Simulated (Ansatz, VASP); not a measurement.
# One calculation of InFe2B, two programs

```
In Fe B
1.0
     3.83614    0.00000    0.00000
     0.00000    3.83614    0.00000
     0.00000    0.00000    3.96245
In Fe B
1 2 1
Direct
  0.50000 0.50000 0.50000
  0.50000 0.00000 0.00000
  0.00000 0.50000 0.00000
  0.00000 0.00000 0.00000
```

Alike in both runs: functional PBE; k mesh 4 × 4 × 4; occupations gaussian, width 0.1 eV; collinear spin.

Ansatz relaxed the structure, and its values are those at the end. VASP's run is a single point on that final structure, the one shown.

```csv
,VASP,Ansatz
version,VASP 6.6.1,Ansatz 0.2.0
potentials or method,"VASP PAW PBE potentials, release 64 (In_d, Fe, B), cutoff 520 eV","scalar-relativistic, plane waves, PAW"
valence electrons in the cell,32,48
```

|  | VASP | Ansatz | Ansatz less VASP |
| --- | --- | --- | --- |
| gap on the k mesh at the Fermi level (eV) | none | none | - |
| pressure (GPa) | 0.3 | 0.1 | -0.12 |
| net moment per atom (μB) | 0.78 | 0.78 | 0.000 |
| size of the moment on the site where the two differ most (μB) | 1.72 | 1.58 | -0.144 |

Site moments also hang on the region over which each program counts them. A gap of «none» marks a metal or a gap that the smearing closes. With one functional, cell and mesh, what is left measures potentials, basis and numerics. VASP's potentials hold 32 valence electrons a cell and Ansatz's 48, so a difference there can come from the potentials and not from the codes.

The k mesh is coarse, so the values compare programs but aren't converged.
